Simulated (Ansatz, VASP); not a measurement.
Mg2Sn: VASP beside Ansatz

```
CELL_PARAMETERS angstrom
0.00000 3.37994 3.37994
3.37994 0.00000 3.37994
3.37994 3.37994 0.00000
ATOMIC_POSITIONS crystal
Sn 0.00000 0.00000 0.00000
Mg 0.25000 0.25000 0.25000
Mg 0.75000 0.75000 0.75000
```

Alike in both runs: task single point; functional r2SCAN; k mesh 6 × 6 × 6; occupations fermi-dirac, width 0.02 eV; no spin polarisation.

```csv
,VASP,Ansatz
version,VASP 6.6.1,Ansatz 0.2.0
potentials or method,"VASP PAW PBE potentials, release 64 (Sn_d, Mg)","plane waves, PAW"
plane-wave cutoff (eV),660,500
valence electrons in the cell,18,34
```

Ansatz gave:

- pressure (GPa): 0.0

**Question.** What did VASP give for the same quantities?

**Answer.** Pressure (GPa): -0.2.

VASP's potentials were made for PBE, not for r2SCAN. VASP's potentials hold 18 valence electrons a cell and Ansatz's 34, so a difference there can come from the potentials and not from the codes.
